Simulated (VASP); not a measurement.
AlN: vibrations by perturbation theory with PBE

AlN:

```
CELL_PARAMETERS angstrom
3.11300 0.00000 0.00000
-1.55650 2.69594 0.00000
0.00000 0.00000 4.98100
ATOMIC_POSITIONS crystal
Al 0.33333 0.66667 0.00000
Al 0.66667 0.33333 0.50000
N 0.33333 0.66667 0.38000
N 0.66667 0.33333 0.88000
```

```
Program                : VASP 6.6.1
Task                   : vibrations by perturbation theory
Functional             : PBE
Potentials or basis    : VASP PAW PBE potentials, release 64 (Al, N)
Cutoff                 : 520 eV
k mesh                 : 6 × 6 × 4
Occupations            : gaussian, width 0.01 eV
Spin                   : no spin polarisation
Dipole correction      : no
Further INCAR settings : ALGO = Normal; EDIFF = 1e-08; NBANDS = 16; IBRION = 8; NSW = 1
```

```
Highest phonon frequency at Γ, LO-TO splitting left out : 732 cm⁻¹
```

Phonon frequencies in cm⁻¹ (negative: imaginary):
```
              q point                                frequencies
(0.000, 0.000, 0.000)  0 0 0 235 235 552 627 649 649 659 659 732
```

It took 4.9 min on 1 thread of AMD EPYC 7R13 (shared host), peak memory 0.23 GiB.

Caveat: the k points lie up to 0.39 Å⁻¹ apart; the cell stands under pressure or tension, which shifts response properties.
